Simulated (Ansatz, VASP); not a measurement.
## One calculation of Ca2Cu4S3, two programs

File INCAR:

```
ALGO = Normal
EDIFF = 1E-6
ENCUT = 520
GGA = PE
ISIF = 2
ISMEAR = 0
LASPH = True
LCHARG = True
LELF = True
LREAL = Auto
LVHAR = True
LWAVE = False
NBANDS = 97
NELM = 60
PREC = Accurate
SIGMA = 0.1
```

The input KPOINTS:

```
k-points
0
Gamma
  3 3 3
```

The input POSCAR:

```
Ca2Cu4S3
1.0
    0.0125140000     -0.0086160000     -6.5464360000
    3.8045840000     -6.4988220000     -0.0164670000
   -7.6070020000      0.0012510000      0.0150210000
Ca Cu S
4 8 6
Direct
    0.9933911549      0.5189110256      0.0069142781
    0.0064068315      0.0075608170      0.0055857769
    0.9927615409      0.4931332553      0.4956768836
    0.0060362247      0.9809485036      0.4936991797
    0.6209702624      0.1779693922      0.4453863014
    0.6318862456      0.6735553949      0.3344884681
    0.6693612598      0.2092986277      0.7959172643
    0.6150404467      0.5436840056      0.7728399866
    0.3787169422      0.3242259466      0.0553357124
    0.3672282187      0.8270551136      0.1666195518
    0.3300934167      0.2911177573      0.7041719490
    0.3844985833      0.9572907829      0.7296779962
    0.2639409466      0.1689183686      0.3512007750
    0.2661294606      0.6428280453      0.3250885317
    0.2660924688      0.6649545936      0.8254015259
    0.7350705540      0.3314524954      0.1506070453
    0.7330010066      0.8567079205      0.1749221343
    0.7332176629      0.8360433597      0.6756016731
```

Input for Ansatz:

```yaml
crystal:
  lattice:
    - [0.012514, -0.008616, -6.546436]
    - [3.804584, -6.498822, -0.016467]
    - [-7.607002, 0.001251, 0.015021]
  atoms:
    - { symbol: Ca, position: [0.9933911549, 0.5189110256, 0.0069142781] }
    - { symbol: Ca, position: [0.0064068315, 0.007560817, 0.0055857769] }
    - { symbol: Ca, position: [0.9927615409, 0.4931332553, 0.4956768836] }
    - { symbol: Ca, position: [0.0060362247, 0.9809485036, 0.4936991797] }
    - { symbol: Cu, position: [0.6209702624, 0.1779693922, 0.4453863014] }
    - { symbol: Cu, position: [0.6318862456, 0.6735553949, 0.3344884681] }
    - { symbol: Cu, position: [0.6693612598, 0.2092986277, 0.7959172643] }
    - { symbol: Cu, position: [0.6150404467, 0.5436840056, 0.7728399866] }
    - { symbol: Cu, position: [0.3787169422, 0.3242259466, 0.0553357124] }
    - { symbol: Cu, position: [0.3672282187, 0.8270551136, 0.1666195518] }
    - { symbol: Cu, position: [0.3300934167, 0.2911177573, 0.704171949] }
    - { symbol: Cu, position: [0.3844985833, 0.9572907829, 0.7296779962] }
    - { symbol: S, position: [0.2639409466, 0.1689183686, 0.351200775] }
    - { symbol: S, position: [0.2661294606, 0.6428280453, 0.3250885317] }
    - { symbol: S, position: [0.2660924688, 0.6649545936, 0.8254015259] }
    - { symbol: S, position: [0.735070554, 0.3314524954, 0.1506070453] }
    - { symbol: S, position: [0.7330010066, 0.8567079205, 0.1749221343] }
    - { symbol: S, position: [0.7332176629, 0.8360433597, 0.6756016731] }
basis:
  ecutwfc: 420
kpoints:
  mp_grid: { grid: [3, 3, 3] }
hamiltonian:
  xc: pbe
scf:
  occupations: { method: gaussian, width: 0.1 }
  n_extra_bands: 9
output:
  forces: true
  stress: true
  eigenvalues: true
  populations: true
  dos:
    method: { smearing: { sigma: 0.1, scheme: gaussian } }
    projected: true
    de: 0.02
```

Alike in both runs: task single point; functional PBE; k mesh 3 × 3 × 3; occupations gaussian, width 0.1 eV; no spin polarisation.

|  | VASP | Ansatz |
| --- | --- | --- |
| version | VASP 6.6.1 | Ansatz 0.2.0 |
| potentials or method | VASP PAW PBE potentials, release 64 (Ca_sv, Cu, S), cutoff 520 eV | scalar-relativistic, plane waves, PAW |
| valence electrons in the cell | 164 | 228 |

VASP gave:

| Quantity | Value |
| --- | --- |
| gap on the k mesh at the Fermi level (eV) | 1.18 |
| least direct gap on the mesh (eV) | 1.26 |
| pressure (GPa) | 0.6 |
| traceless stress, the component that is largest in VASP (GPa) | 0.25 |
| rms of the force components (eV/Å) | 0.065 |

Problem. Estimate Ansatz's values.

Solution. gap on the k mesh at the Fermi level (eV): 1.17; least direct gap on the mesh (eV): 1.24; pressure (GPa): 0.4; traceless stress, the component that is largest in VASP (GPa): 0.24; rms of the force components (eV/Å): 0.066.

Atom by atom the forces differ by 0.006 eV/Å (rms over components). VASP's potentials hold 164 valence electrons a cell and Ansatz's 228, so a difference there can come from the potentials and not from the codes.
